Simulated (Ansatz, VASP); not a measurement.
**Ge: VASP beside Ansatz**

Contents of INCAR:

```
PREC = Accurate ; ENCUT = 520
EDIFF = 1E-6 ; ISMEAR = 0
SIGMA = 0.1 ; LREAL = F
LASPH = T ; NELM = 100
ALGO = Normal ; ISIF = 2
LWAVE = F ; LCHARG = F
LDIPOL = T ; IDIPOL = 3
DIPOL = 0.5 0.5 0.500 ; GGA = PE
NBANDS = 21
```

File KPOINTS:

```
regular mesh
0
Gamma
  12 12 1
```

Contents of POSCAR:

```
Ge
1.0
    3.8560000000      0.0000000000      0.0000000000
   -1.9280000000      3.3393939570      0.0000000000
    0.0000000000      0.0000000000     28.0000000000
Ge
2
Direct
    0.3333333333      0.6666666667      0.5129821429
    0.6666666667      0.3333333333      0.4870178571
```

Input for Ansatz:

```yaml
crystal:
  lattice:
    - [3.856, 0.0, 0.0]
    - [-1.928, 3.339393957, 0.0]
    - [0.0, 0.0, 28.0]
  atoms:
    - { symbol: Ge, position: [0.3333333333, 0.6666666667, 0.5129821429] }
    - { symbol: Ge, position: [0.6666666667, 0.3333333333, 0.4870178571] }
  periodic: [true, true, false]
basis:
  ecutwfc: 420
kpoints:
  mp_grid: { grid: [12, 12, 1] }
hamiltonian:
  xc: pbe
  pseudopotentials: { kind: paw, azcp: { folder: soft_1 } }
scf:
  occupations: { method: gaussian, width: 0.1 }
output:
  forces: true
  stress: true
  eigenvalues: true
  write_density: true
  write_potential: true
  elf: true
  volumetric_format: npy
```

Alike in both runs: task single point; functional PBE; k mesh 12 × 12 × 1; occupations gaussian, width 0.1 eV; no spin polarisation.

|  | VASP | Ansatz |
| --- | --- | --- |
| version | VASP 6.6.1 | Ansatz 0.2.0 |
| potentials or method | VASP PAW PBE potentials, release 64 (Ge_d), cutoff 520 eV | scalar-relativistic, plane waves, PAW |
| valence electrons in the cell | 28 | 28 |

Ansatz gave:

```
gap on the k mesh at the Fermi level (eV) : none
rms of the force components (eV/Å)        : 0.100
```

Q: Which values does VASP return?

A: gap on the k mesh at the Fermi level (eV): none; rms of the force components (eV/Å): 0.098.

Atom by atom the forces differ by 0.003 eV/Å (rms over components). A gap of «none» marks a metal or a gap that the smearing closes. Ansatz's warnings: xc potential rough in thin density.
